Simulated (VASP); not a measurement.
Write the native input for VASP 6.6.1 that does the following.

* Task: single point
* Functional: PBE
* Potentials or basis: VASP PAW PBE potentials, release 64 (Ba_sv, Zr_sv, O_h)
* Cutoff: 1340 eV
* k mesh: 6 × 6 × 6
* Occupations: gaussian, width 0.02 eV
* Spin: no spin polarisation
* Dipole correction: no
* Further INCAR settings: ALGO = Normal; EDIFF = 1e-06; NBANDS = 28

The structure of BaZrO3 lies in POSCAR:

```
BaZrO3
1.0
    4.1634096475      0.0000000000      0.0000000000
    0.0000000000      4.1634096475      0.0000000000
    0.0000000000      0.0000000000      4.1634096475
Ba Zr O
1 1 3
Direct
    0.0000000000      0.0000000000      0.0000000000
    0.5000000000      0.5000000000      0.5000000000
    0.5000000000      0.0000000000      0.5000000000
    0.5000000000      0.5000000000      0.0000000000
    0.0000000000      0.5000000000      0.5000000000
```

This cell differs from its parent crystal: equal strain along all axes, cell held: -1.5 %.

The input as run:

INCAR

```
PREC = Accurate ; ENCUT = 1340
EDIFF = 1E-6 ; ISMEAR = 0
SIGMA = 0.02 ; LREAL = False
LASPH = True ; NELM = 120
ALGO = Normal ; ISIF = 2
LWAVE = False ; LCHARG = False
GGA = PE ; NBANDS = 28
GGA_COMPAT = False
```

KPOINTS

```
regular mesh
0
Gamma
  6 6 6
```

Potentials or basis: VASP PAW PBE potentials, release 64 (Ba_sv, Zr_sv, O_h).

Command:

```sh
$ cat potpaw_PBE.64/Ba_sv/POTCAR potpaw_PBE.64/Zr_sv/POTCAR potpaw_PBE.64/O_h/POTCAR > POTCAR
$ mpirun -np 1 vasp_std > vasp.out
```

It gave:

The pressure is 8.5 GPa. The band gap on the k mesh is 3.24 eV (least direct gap 3.44 eV).

Caveat: the cell differs from its parent crystal (equal strain along all axes, cell held: -1.5 %); the cell stands under pressure; spin-orbit coupling is left out, which moves the levels of the heavy elements.

Run time: 120 s on 1 thread of Intel(R) Xeon(R) Platinum 8488C (Sapphire Rapids), with other jobs on the host, peak memory 0.45 GiB.
